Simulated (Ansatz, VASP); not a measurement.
# Ga3IrRu: VASP beside Ansatz

```xyz
5
Lattice="5.1519 0.0000 0.0000 -2.5759 4.4616 0.0000 0.0000 0.0000 4.7896" Properties=species:S:1:pos:R:3 pbc="T T T"
Ga    2.5759    0.0000    0.0000
Ga   -1.2880    2.2308    0.0000
Ga    1.2880    2.2308    0.0000
Ru    0.0000    0.0000    2.3948
Ir    0.0000    0.0000    0.0000
```

Alike in both runs: functional PBE; k mesh 6 × 6 × 4; occupations gaussian, width 0.1 eV; no spin polarisation.

Ansatz relaxed the structure, and its values are those at the end. VASP's run is a single point on that final structure, the one shown.

|  | VASP | Ansatz |
| --- | --- | --- |
| version | VASP 6.6.1 | Ansatz 0.2.0 |
| potentials or method | VASP PAW PBE potentials, release 64 (Ga_d, Ru_pv, Ir), cutoff 520 eV | scalar-relativistic, plane waves, PAW |
| valence electrons in the cell | 62 | 72 |

|  | VASP | Ansatz | Ansatz less VASP |
| --- | --- | --- | --- |
| gap on the k mesh at the Fermi level (eV) | none | none | - |
| pressure (GPa) | 0.2 | 0.0 | -0.23 |

A gap of «none» marks a metal or a gap that the smearing closes. VASP's potentials hold 62 valence electrons a cell and Ansatz's 72, so a difference there can come from the potentials and not from the codes.

Neither program's run includes spin-orbit coupling.
